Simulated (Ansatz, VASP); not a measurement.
One calculation of SrTiO3, two programs

Contents of INCAR:

```
ALGO     = Normal         # electronic algorithm
EDIFF    = 1E-6           # SCF threshold, eV
ENCUT    = 520            # plane-wave cutoff, eV
GGA      = PE             # functional
ISIF     = 2              # what is computed and relaxed
ISMEAR   = 0              # smearing method
LASPH    = T              # aspherical terms in the spheres
LCHARG   = F              # write CHGCAR
LREAL    = F              # projectors in reciprocal space
LWAVE    = F              # write WAVECAR
NBANDS   = 51             # bands
NELM     = 60             # most SCF steps
PREC     = Accurate       # precision mode
SIGMA    = 0.05           # smearing width, eV
```

File KPOINTS:

```
k-points
0
Gamma
  8 8 8
```

File POSCAR:

```
SrTiO3
1.0
   -2.7777137596      2.7777137596      3.9464442078
    2.7777137596     -2.7777137596      3.9464442078
    2.7777137596      2.7777137596     -3.9464442078
Sr Ti O
2 2 6
Direct
    0.7500000000      0.2500000000      0.5000000000
    0.2500000000      0.7500000000      0.5000000000
    0.0000000000      0.0000000000      0.0000000000
    0.5000000000      0.5000000000      0.0000000000
    0.2500000000      0.2500000000      0.0000000000
    0.7500000000      0.7500000000      0.0000000000
    0.7197443153      0.2197443153      0.9563899212
    0.2281949606      0.2718050394      0.5000000000
    0.2718050394      0.7718050394      0.0436100788
    0.7718050394      0.7281949606      0.5000000000
```

Input for Ansatz:

```yaml
crystal:
  lattice:
    - [-2.7777137596, 2.7777137596, 3.9464442078]
    - [2.7777137596, -2.7777137596, 3.9464442078]
    - [2.7777137596, 2.7777137596, -3.9464442078]
  atoms:
    - { symbol: Sr, position: [0.75, 0.25, 0.5] }
    - { symbol: Sr, position: [0.25, 0.75, 0.5] }
    - { symbol: Ti, position: [0.0, 0.0, 0.0] }
    - { symbol: Ti, position: [0.5, 0.5, 0.0] }
    - { symbol: O, position: [0.25, 0.25, 0.0] }
    - { symbol: O, position: [0.75, 0.75, 0.0] }
    - { symbol: O, position: [0.7197443153, 0.2197443153, 0.9563899212] }
    - { symbol: O, position: [0.2281949606, 0.2718050394, 0.5] }
    - { symbol: O, position: [0.2718050394, 0.7718050394, 0.0436100788] }
    - { symbol: O, position: [0.7718050394, 0.7281949606, 0.5] }
basis:
  ecutwfc: 420
kpoints:
  mp_grid: { grid: [8, 8, 8] }
hamiltonian:
  xc: pbe
scf:
  occupations: { method: gaussian, width: 0.05 }
output:
  forces: true
  stress: true
  eigenvalues: true
```

Alike in both runs: task single point; functional PBE; k mesh 8 × 8 × 8; occupations gaussian, width 0.05 eV; no spin polarisation.

|  | VASP | Ansatz |
| --- | --- | --- |
| version | VASP 6.6.1 | Ansatz 0.2.0 |
| potentials or method | VASP PAW PBE potentials, release 64 (Sr_sv, Ti_sv, O), cutoff 520 eV | scalar-relativistic, plane waves, PAW |
| valence electrons in the cell | 80 | 80 |

VASP gave:

```
gap on the k mesh at the Fermi level (eV)                     : 1.90
least direct gap on the mesh (eV)                             : 1.90
pressure (GPa)                                                : 0.6
traceless stress, the component that is largest in VASP (GPa) : 0.07
rms of the force components (eV/Å)                            : 0.090
```

Problem. Estimate Ansatz's values.

Solution. gap on the k mesh at the Fermi level (eV): 1.93; least direct gap on the mesh (eV): 1.93; pressure (GPa): 0.0; traceless stress, the component that is largest in VASP (GPa): 0.06; rms of the force components (eV/Å): 0.090.

Atom by atom the forces differ by 0.002 eV/Å (rms over components).
